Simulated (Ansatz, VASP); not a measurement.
## CoO in VASP and in Ansatz

```
CELL_PARAMETERS angstrom
0.00000 2.13150 2.13150
2.13150 0.00000 2.13150
2.13150 2.13150 0.00000
ATOMIC_POSITIONS crystal
Co 0.00000 0.00000 0.00000
O 0.50000 0.50000 0.50000
```

Alike in both runs: task single point; functional PBE; k mesh 11 × 11 × 11; occupations gaussian, width 0.021 eV; collinear spin.

|  | VASP | Ansatz |
| --- | --- | --- |
| version | VASP 6.6.1 | Ansatz 0.2.0 |
| potentials or method | VASP PAW PBE potentials, release 64 (Co, O) | Ansatz PAW |
| plane-wave cutoff (eV) | 520 | 420 |
| valence electrons in the cell | 15 | 23 |

Ansatz gave:

| Item | Value |
| --- | --- |
| gap on the k mesh at the Fermi level (eV) | none |
| pressure (GPa) | -1.6 |
| net moment per atom (μB) | 1.49 |
| size of the moment on the site where the two differ most (μB) | 2.53 |

Question: Which values does VASP return?

Answer: gap on the k mesh at the Fermi level (eV): none; pressure (GPa): -2.4; net moment per atom (μB): 1.46; size of the moment on the site where the two differ most (μB): 2.57.

Site moments also hang on the region over which each program counts them. A gap of «none» marks a metal or a gap that the smearing closes. VASP's potentials hold 15 valence electrons a cell and Ansatz's 23, so a difference there can come from the potentials and not from the codes.
